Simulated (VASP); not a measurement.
Here is a VASP 6.6.1 calculation.

File INCAR:

```
SYSTEM = CdS
PREC = Accurate ; ENCUT = 600
EDIFF = 1E-6 ; ISMEAR = 0
SIGMA = 0.02 ; LREAL = .False.
LASPH = .True. ; NELM = 80
ALGO = Normal ; ISIF = 3
LWAVE = .False. ; LCHARG = .False.
GGA = PE ; IBRION = 2
NSW = 100 ; EDIFFG = -0.002
```

KPOINTS

```
Automatic mesh
0
Gamma
  9 9 4
  0 0 0
```

File POSCAR:

```
CdS
1.0
    4.1688381000      0.0000000000      0.0000000000
   -2.0844190500      3.6103197000      0.0000000000
    0.0000000000      0.0000000000      6.7796174100
Cd S
2 2
Direct
    0.6666666700      0.3333333300      0.5002243700
    0.3333333300      0.6666666700      0.0002243700
    0.6666666700      0.3333333300      0.8767756300
    0.3333333300      0.6666666700      0.3767756300
```

Potentials or basis: VASP PAW PBE potentials, release 64 (Cd, S).

Command:

```console
$ cat potpaw_PBE.64/Cd/POTCAR potpaw_PBE.64/S/POTCAR > POTCAR
$ mpirun -np 1 vasp_std > vasp.out
```

(1) Estimate the relaxed volume.

(2) Estimate the space group after relaxing (to 0.1 Å).

## Answers

(1) 26.16 Å³/atom.

(2) P6_3mc (No. 186).
